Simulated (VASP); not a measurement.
Write the native input for VASP 6.6.1 that does the following.

| Quantity | Value |
| --- | --- |
| Task | single point |
| Functional | r2SCAN |
| Potentials or basis | VASP PAW PBE potentials, release 64 (Co, Si) |
| Cutoff | 520 eV |
| k mesh | 6 × 6 × 6 |
| Occupations | gaussian, width 0.1 eV |
| Spin | no spin polarisation |
| Dipole correction | no |
| Further INCAR settings | ALGO = Normal; EDIFF = 1e-06; NBANDS = 16 |

The system is CoSi2.

```
Co Si
1.0
     0.00000    2.67800    2.67800
     2.67800    0.00000    2.67800
     2.67800    2.67800    0.00000
Co Si
1 2
Cartesian
  0.0000 0.0000 0.0000
  1.3390 1.3390 1.3390
  4.0170 4.0170 4.0170
```

These files were run (other wordings do the same):

POSCAR

```
CoSi2
1.0
    0.0000000000      2.6780000000      2.6780000000
    2.6780000000      0.0000000000      2.6780000000
    2.6780000000      2.6780000000      0.0000000000
Co Si
1 2
Direct
    0.0000000000      0.0000000000      0.0000000000
    0.2500000000      0.2500000000      0.2500000000
    0.7500000000      0.7500000000      0.7500000000
```

INCAR.step1

```
SYSTEM = CoSi2
PREC = Accurate
ENCUT = 520
ISMEAR = 0
SIGMA = 0.1
LREAL = .False.
LASPH = .True.
NELM = 100
NBANDS = 16
GGA = PE
ALGO = Normal
EDIFF = 1E-4
LWAVE = .True.
LCHARG = .False.
```

INCAR.step2

```
SYSTEM = CoSi2
PREC = Accurate
ENCUT = 520
EDIFF = 1E-6
ISMEAR = 0
SIGMA = 0.1
LREAL = .False.
LASPH = .True.
NELM = 100
ALGO = Normal
ISIF = 2
LWAVE = .False.
LCHARG = .False.
METAGGA = R2SCAN
LMIXTAU = .True.
NBANDS = 16
ISTART = 1
```

KPOINTS

```
Automatic mesh
0
Gamma
  6 6 6
  0 0 0
```

Potentials or basis: VASP PAW PBE potentials, release 64 (Co, Si).

Run with:

```sh
$ cat potpaw_PBE.64/Co/POTCAR potpaw_PBE.64/Si/POTCAR > POTCAR
$ cp INCAR.step1 INCAR
$ mpirun -np 1 vasp_std > vasp.out
$ cp INCAR.step2 INCAR
$ mpirun -np 1 vasp_std > vasp.out
```

Results of the run:

The pressure is -4.4 GPa and the band gap on the k mesh is zero (an odd number of electrons rules out a gap without spin polarisation).

Caveat: the cell stands under tension; the PAW data sets were made with another functional, which shifts forces and pressure a little; the run has no spin polarisation, though such a crystal can be magnetic.

Wall time 37 s on 1 thread of Intel(R) Xeon(R) 6975P-C (Granite Rapids) (shared host), peak memory 0.16 GiB.
